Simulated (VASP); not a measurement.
# Ni (Im-3m) in VASP: notebook, part 2 of 2

VASP 6.6.1. The steps go on from the part before.

## Step 4: Single point, PBEsol, collinear spin, ferromagnetic start

This run uses another cell than the first one, of 10.65 Å³/atom, 1.010 times its volume.

INCAR reads:

```
PREC = Accurate
ENCUT = 520
EDIFF = 1E-7
ISMEAR = -1
SIGMA = 0.1
LREAL = False
LASPH = True
NELM = 150
ALGO = Normal
ISIF = 2
LWAVE = False
LCHARG = True
ISPIN = 2
MAGMOM = 1.5
LORBIT = 11
LMAXMIX = 4
GGA = PS
LELF = True
LVHAR = True
NBANDS = 15
```

KPOINTS reads:

```
Automatic mesh
0
Gamma
  10 10 10
```

POSCAR reads:

```
Ni
1.0
   -1.3860223670      1.3860223670      1.3860223670
    1.3860223670     -1.3860223670      1.3860223670
    1.3860223670      1.3860223670     -1.3860223670
Ni
1
Direct
    0.0000000000      0.0000000000      0.0000000000
```

Potentials or basis: VASP PAW PBE potentials, release 64 (Ni).

The run is started by

```console
$ cat potpaw_PBE.64/Ni/POTCAR > POTCAR
$ mpirun -np 1 vasp_std > vasp.out
```

OUTCAR:

```text
PREC = Accurate
   ENCUT = 520
   EDIFF = 1E-7
   ISMEAR = -1
   LREAL = False
   LASPH = True
   NELM = 150
   ISIF = 2
   ISPIN = 2
   LORBIT = 11
   GGA = PS

 ion  position               nearest neighbor table
   1  0.000  0.000  0.000-

  LATTYP: Found a body centered cubic cell.
 ALAT       =     2.7720447340

  Lattice vectors:

 A1 = (  -1.3860223670,   1.3860223670,   1.3860223670)
 A2 = (   1.3860223670,  -1.3860223670,   1.3860223670)
 A3 = (   1.3860223670,   1.3860223670,  -1.3860223670)

Analysis of symmetry for initial positions (statically):
=====================================================================
 Subroutine PRICEL returns:
 Original cell was already a primitive cell.

 Routine SETGRP: Setting up the symmetry group for a
 body centered cubic supercell.

 Subroutine GETGRP returns: Found 48 space group operations
 (whereof 48 operations were pure point group operations)
 out of a pool of 48 trial point group operations.

The static configuration has the point symmetry O_h .

Analysis of symmetry for dynamics (positions and initial velocities):
=====================================================================
 Subroutine PRICEL returns:
 Original cell was already a primitive cell.

 Routine SETGRP: Setting up the symmetry group for a
 body centered cubic supercell.

 Subroutine GETGRP returns: Found 48 space group operations
 (whereof 48 operations were pure point group operations)
 out of a pool of 48 trial point group operations.

The dynamic configuration has the point symmetry O_h .

Analysis of structural, dynamic, and magnetic symmetry:
=====================================================================
 Subroutine PRICEL returns:
 Original cell was already a primitive cell.

 Routine SETGRP: Setting up the symmetry group for a
 body centered cubic supercell.

 Subroutine GETGRP returns: Found 48 space group operations
 (whereof 48 operations were pure point group operations)
 out of a pool of 48 trial point group operations.

The overall configuration has the point symmetry O_h .

 Subroutine INISYM returns: Found 48 space group operations
 (whereof 48 operations are pure point group operations),
 and found     1 'primitive' translations

----------------------------------------------------------------------------------------

                                     Primitive cell

  volume of cell :      10.6505

  direct lattice vectors                    reciprocal lattice vectors
    -1.386022367  1.386022367  1.386022367     0.000000000  0.360744539  0.360744539
     1.386022367 -1.386022367  1.386022367     0.360744539  0.000000000  0.360744539
     1.386022367  1.386022367 -1.386022367     0.360744539  0.360744539  0.000000000

  length of vectors
     2.400661160  2.400661160  2.400661160     0.510169820  0.510169820  0.510169820

  position of ions in fractional coordinates (direct lattice)
     0.000000000  0.000000000  0.000000000

  ion indices of the primitive-cell ions
   primitive index   ion index
                 1           1

----------------------------------------------------------------------------------------

 KPOINTS: Automatic mesh

Automatic generation of k-mesh.
 Grid dimensions read from file:
 generate k-points for:   10   10   10

 Generating k-lattice:

[... 69 lines left out ...]
   POTIM  = 0.5000    time-step for ionic-motion
   TEBEG  =    0.0;   TEEND  =   0.0 temperature during run
   PSTRESS=    0.0 pullay stress
   NELECT =      10.0000    total number of electrons
   NUPDOWN=      -1.0000    fix difference up-down
   EMIN   =  10.00;   EMAX   =-10.00  energy-range for DOS
   EFERMI =   0.00;   METHOD = LEGACY
   ISMEAR =    -1;   SIGMA  =   0.10  broadening in eV -4-tet -1-fermi 0-gaus
   EFERMI_NEDOS =   21; number of points for ismear=-14 and -15
   IALGO  =     38    algorithm
   IMIX   =      4    mixing-type and parameters
     AMIX     =   0.40;   BMIX     =  1.00
     AMIX_MAG =   1.60;   BMIX_MAG =  1.00
  volume/ion in A,a.u.               =      10.65        71.87
  Fermi-wavevector in a.u.,A,eV,Ry     =   1.603065  3.029354 34.964509  2.569819
  Thomas-Fermi vector in A             =   2.699787
   LORBIT       =     11    0 simple, 1 ext, 2 COOP (PROOUT), +10 PAW based schemes
   GGA     = PS    functional components
   LHFCALC =     F    Hartree Fock is set to
   AEXX    =    0.0000 exact exchange contribution
   IVDW    =     0    specifies the selected vdW correction
   LEPSILON=     F    determine dielectric tensor
   LRPA    =     F    only Hartree local field effects (RPA)
 spin polarized calculation
  energy-cutoff  :      520.00
  volume of cell :       10.65
 maximum number of plane-waves:       321
 NGX is ok and might be reduce to    18
   NGX =  9   NGY =  9   NGZ =  9

 number of electron      10.0000001 magnetization       0.4561356

 Free energy of the ion-electron system (eV)
  ---------------------------------------------------
  ext. energy  EPLUGINS =         0.00000000
  ---------------------------------------------------
  free energy    TOTEN  =        -6.05869019 eV

  energy without entropy =       -5.99711120  energy(sigma->0) =       -6.02790069

 E-fermi :   9.3736     XC(G=0): -13.5571

 val. band max:        9.3562645100   @ k =   0.5000   0.5000   0.4000
 cond. band min:       9.3809729213   @ k =  -0.3000   0.5000   0.1000
 fundamental gap:      0.0247084113
 Fermi energy:         9.3736390149

 spin component 1

 k-point     1 :       0.0000    0.0000    0.0000
  band No.  band energies     occupation
      1       0.2828      1.00000
      2       7.0852      1.00000
      3       7.0852      1.00000
      4       7.0852      1.00000
      5       8.5169      0.99981
      6       8.5169      0.99981
      7      36.0122      0.00000
      8      36.0123      0.00000
      9      36.0123      0.00000
     10      41.0415      0.00000
     11      41.0415      0.00000
     12      42.2271      0.00000
     13      42.2271      0.00000
     14      42.2271      0.00000
[... 403 lines left out ...]
      4       8.0503      1.00000
      5       8.4778      0.99987
      6       8.9193      0.98948
      7      23.0381      0.00000
      8      29.5611      0.00000
      9      29.7857      0.00000
     10      36.6168      0.00000
     11      37.2022      0.00000
     12      40.0665      0.00000
     13      50.2146      0.00000
     14      50.4299      0.00000
     15      53.6543      0.00000

 [... further k-points ...]

 spin component 2

 k-point     1 :       0.0000    0.0000    0.0000
  band No.  band energies     occupation
      1       0.2855      1.00000
      2       7.6116      1.00000
      3       7.6116      1.00000
      4       7.6117      1.00000
      5       8.9462      0.98627
      6       8.9462      0.98627
      7      35.9516      0.00000
      8      35.9516      0.00000
      9      35.9516      0.00000
     10      41.0121      0.00000
     11      41.0121      0.00000
     12      42.3758      0.00000
     13      42.3758      0.00000
     14      42.3758      0.00000
[... 403 lines left out ...]
      4       8.5171      0.99981
      5       9.0457      0.96372
      6       9.3359      0.59333
      7      23.1663      0.00000
      8      29.6753      0.00000
      9      29.7906      0.00000
     10      36.6613      0.00000
     11      37.2813      0.00000
     12      40.1202      0.00000
     13      50.2437      0.00000
     14      50.4729      0.00000
     15      53.9944      0.00000

 [... further k-points ...]

------------------------ aborting loop because EDIFF is reached ----------------------------------------

  FORCE on cell =-STRESS in cart. coord.  units (eV):
  Direction    XX          YY          ZZ          XY          YZ          ZX
  --------------------------------------------------------------------------------------
  -------------------------------------------------------------------------------------
  Total       -0.2382496     -0.2382496     -0.2382496      0.0000000     -0.0000000      0.0000000
  in kB      -35.8403305    -35.8403305    -35.8403305      0.0000000     -0.0000000      0.0000000
  external PRESSURE =     -35.8403305 kB  Pullay stress =       0.0000000 kB

 VOLUME and BASIS-vectors are now :
 -----------------------------------------------------------------------------
  energy-cutoff  :      520.00
  volume of cell :       10.65
      direct lattice vectors                 reciprocal lattice vectors
    -1.386022367  1.386022367  1.386022367     0.000000000  0.360744539  0.360744539
     1.386022367 -1.386022367  1.386022367     0.360744539  0.000000000  0.360744539
     1.386022367  1.386022367 -1.386022367     0.360744539  0.360744539  0.000000000

 POSITION                                       TOTAL-FORCE (eV/Angst)
 -----------------------------------------------------------------------------------
      0.00000      0.00000      0.00000        -0.000000      0.000000     -0.000000
 -----------------------------------------------------------------------------------
    total drift:                                0.000000      0.000000      0.000000

  FREE ENERGIE OF THE ION-ELECTRON SYSTEM (eV)
  ---------------------------------------------------
  free  energy   TOTEN  =        -6.0586901880 eV

  energy  without entropy=       -5.9971111981  energy(sigma->0) =       -6.02790069

 total charge

# of ion       s       p       d       tot
------------------------------------------
    1        0.503   0.512   8.341   9.357

 magnetization (x)

# of ion       s       p       d       tot
------------------------------------------
    1       -0.004  -0.014   0.478   0.460
```

OSZICAR:

```text
N       E                     dE             d eps       ncg     rms          rms(c)
DAV:   1     0.345213464716E+02    0.34521E+02   -0.41349E+03  3011   0.866E+02
DAV:   2    -0.556775473508E+01   -0.40089E+02   -0.37222E+02  3184   0.165E+02
DAV:   3    -0.711941928044E+01   -0.15517E+01   -0.15340E+01  3408   0.322E+01
DAV:   4    -0.712867845706E+01   -0.92592E-02   -0.92574E-02  3457   0.238E+00
DAV:   5    -0.712878523646E+01   -0.10678E-03   -0.10678E-03  3484   0.231E-01    0.110E+01
DAV:   6    -0.638469858374E+01    0.74409E+00   -0.13226E+01  4045   0.413E+01    0.567E+00
DAV:   7    -0.607655804592E+01    0.30814E+00   -0.22402E+00  3744   0.151E+01    0.193E+00
DAV:   8    -0.606154634779E+01    0.15012E-01   -0.29272E-02  3773   0.112E+00    0.910E-01
DAV:   9    -0.605923803073E+01    0.23083E-02   -0.11199E-03  4494   0.195E-01    0.279E-01
DAV:  10    -0.605867683115E+01    0.56120E-03   -0.46765E-04  4585   0.133E-01    0.607E-02
DAV:  11    -0.605868545269E+01   -0.86215E-05   -0.45083E-05  4032   0.533E-02    0.295E-02
DAV:  12    -0.605869017803E+01   -0.47253E-05   -0.99670E-06  4132   0.260E-02    0.102E-02
DAV:  13    -0.605869018799E+01   -0.99601E-08   -0.38923E-07  3636   0.648E-03
   1 F= -.60586902E+01 E0= -.60279007E+01  d E =-.615790E-01  mag=     0.4550
```

Wall time 9.8 s (1 thread of Intel Xeon 6975P-C (Granite Rapids), shared host); peak memory 0.13 GiB.

Results:

* Free energy: -6.0587 eV
* Pressure: -3.6 GPa
* Net moment: 0.46 μB per cell
* Site moments: Ni +0.46 μB
* Valence electrons inside the program's atomic spheres: Ni 9.36

Levels at points of the mesh, in eV from the Fermi level:
Spin up:
| k point | band 3 | band 4 | band 5 | band 6 | band 7 | band 8 |
| --- | --- | --- | --- | --- | --- | --- |
| (0.00, 0.00, 0.00) | -2.29 | -2.29 | -0.86 | -0.86 | 26.64 | 26.64 |
| (0.50, 0.00, 0.00) | -0.93 | -0.70 | 0.04 | 0.19 | 6.65 | 19.25 |
| (0.50, 0.50, 0.50) | -0.19 | -0.19 | -0.19 | 9.85 | 9.85 | 9.85 |
Spin down:
| k point | band 3 | band 4 | band 5 | band 6 | band 7 | band 8 |
| --- | --- | --- | --- | --- | --- | --- |
| (0.00, 0.00, 0.00) | -1.76 | -1.76 | -0.43 | -0.43 | 26.58 | 26.58 |
| (0.50, 0.00, 0.00) | -0.46 | -0.26 | 0.18 | 0.65 | 6.93 | 19.22 |
| (0.50, 0.50, 0.50) | 0.41 | 0.41 | 0.41 | 9.89 | 9.89 | 9.89 |

Caveat: the PAW data sets were made with another functional, which shifts forces and pressure a little.

## Step 5: Overview

```csv
cell,gap on the mesh (eV),pressure (GPa),moment (μB)
"a = 2.393 Å, angles 109.5°, 1 atom",none,-1.6,0.43
"a = 2.397 Å, angles 109.5°, 1 atom",none,-2.7,0.44
"a = 2.401 Å, angles 109.5°, 1 atom",none,-3.6,0.46
```

Alike in all rows: task single point; level PBEsol; potentials or basis VASP PAW PBE potentials, release 64 (Ni); spin collinear, ferromagnetic start; k mesh 10 × 10 × 10; cutoff (eV) 520; smearing fermi-dirac 0.1 eV.

Caveats: the PAW data sets were made with another functional, which shifts forces and pressure a little.

Absolute energies hang on the potentials; compare differences alone.
